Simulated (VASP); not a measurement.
Crystal: SnTe.

```xyz
2
Lattice="0.0000 3.1679 3.1679 3.1679 0.0000 3.1679 3.1679 3.1679 0.0000" Properties=species:S:1:pos:R:3 pbc="T T T"
Sn    0.0000    0.0000    0.0000
Te    3.1679    3.1679    3.1679
```

* Program: VASP 6.6.1
* Task: relaxation of cell and atoms
* Functional: PBE
* Potentials or basis: VASP PAW PBE potentials, release 64 (Sn_d, Te)
* Cutoff: 600 eV
* k mesh: 9 × 9 × 9
* Occupations: fermi-dirac, width 0.0898 eV
* Spin: no spin polarisation

At the start: pressure 1.5 GPa; volume 31.79 Å³/atom.

**Question.** How do energy, volume and symmetry change on relaxing?

**Answer.** Over 3 steps the energy falls by 5.0 meV/atom and the volume is 32.89 Å³/atom (+3.5 %); space group Fm-3m (No. 225, to 0.05 Å).

Step by step:
```tsv
step	energy change (eV)	largest force (eV/Å)	pressure (GPa)	volume (Å³)
1	0.0000	0.0000	1.50	63.58
2	-0.0093	0.0000	-0.34	66.35
3	-0.0099	0.0000	0.00	65.78
```

Final structure:
```cif
data_structure
_symmetry_space_group_name_H-M 'P 1'
_symmetry_Int_Tables_number 1
_cell_length_a 4.5310
_cell_length_b 4.5310
_cell_length_c 4.5310
_cell_angle_alpha 60.000
_cell_angle_beta 60.000
_cell_angle_gamma 60.000
_cell_volume 65.78
loop_
_atom_site_label
_atom_site_type_symbol
_atom_site_fract_x
_atom_site_fract_y
_atom_site_fract_z
_atom_site_occupancy
Sn1 Sn 0.00000 0.00000 0.00000 1
Te1 Te 0.50000 0.50000 0.50000 1
```
